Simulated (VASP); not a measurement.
A run of VASP 6.6.1 is set up as follows.

INCAR

```
ALGO = Normal ; EDIFF = 1E-6
ENCUT = 520 ; GGA = CA
ISIF = 2 ; ISMEAR = 0
LASPH = T ; LCHARG = T
LELF = T ; LREAL = F
LVHAR = T ; LWAVE = F
NBANDS = 16 ; NELM = 60
PREC = Accurate ; SIGMA = 0.03
```

KPOINTS

```
k-points
0
Gamma
  12 12 12
```

Contents of POSCAR:

```
Si
1.0
   -3.4191676897      3.4191676897      1.8184403928
    3.4191676897     -3.4191676897      1.8184403928
    3.4191676897      3.4191676897     -1.8184403928
Si
4
Direct
    0.1788010600      0.1788010600      0.3576021200
    0.8211989400      0.8211989400      0.6423978800
    0.1788010600      0.8211989400      0.0000000000
    0.8211989400      0.1788010600      0.0000000000
```

Potentials or basis: VASP PAW LDA potentials, release 64 (Si).

Run with:

```bash
$ cat potpaw_LDA.64/Si/POTCAR > POTCAR
$ mpirun -np 1 vasp_std > vasp.out
```

(1) What does it give for the band gap on the k mesh?

(2) Estimate the pressure.

(3) Predict the largest force.

Results:

(1) zero (bands 8 and 9 overlap by 0.11 eV).

(2) -1.0 GPa.

(3) 0.861 eV/Å.

Caveat: the stress differs along the axes, from -6 to 9 GPa; semilocal functionals underestimate gaps, and a narrow one can read as zero.
